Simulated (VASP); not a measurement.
The system is Zr.

```
Zr
1.0
     0.00000    2.09669    2.09669
     2.09669    0.00000    2.09669
     2.09669    2.09669    0.00000
Zr
1
Direct
  0.00000 0.00000 0.00000
```

This cell differs from its parent crystal: Rh replaced by Zr, lengths x 1.139, strained.

Base run:

* Program: VASP 6.6.1
* Functional: PBE
* Potentials or basis: VASP PAW PBE potentials, release 64 (Zr_sv)
* Cutoff: 520 eV
* k mesh: 8 × 8 × 8
* Occupations: gaussian, width 0.1 eV
* Spin: no spin polarisation

Its results: band gap on the k mesh zero (band 6 reaches 12.73 eV, above the bottom of band 7 at 11.25 eV); pressure 31.3 GPa.

Q: The run is repeated on the same cell with these changes: k mesh from 8 × 8 × 8 to 18 × 18 × 18; further incar settings from ALGO = Fast; EDIFF = 1e-06; NBANDS = 12 to ALGO = Normal; EDIFF = 1e-07; NBANDS = 12. What comes out?

A: Band gap on the k mesh zero (band 6 reaches 12.73 eV, above the bottom of band 7 at 11.02 eV); pressure 30.2 GPa.
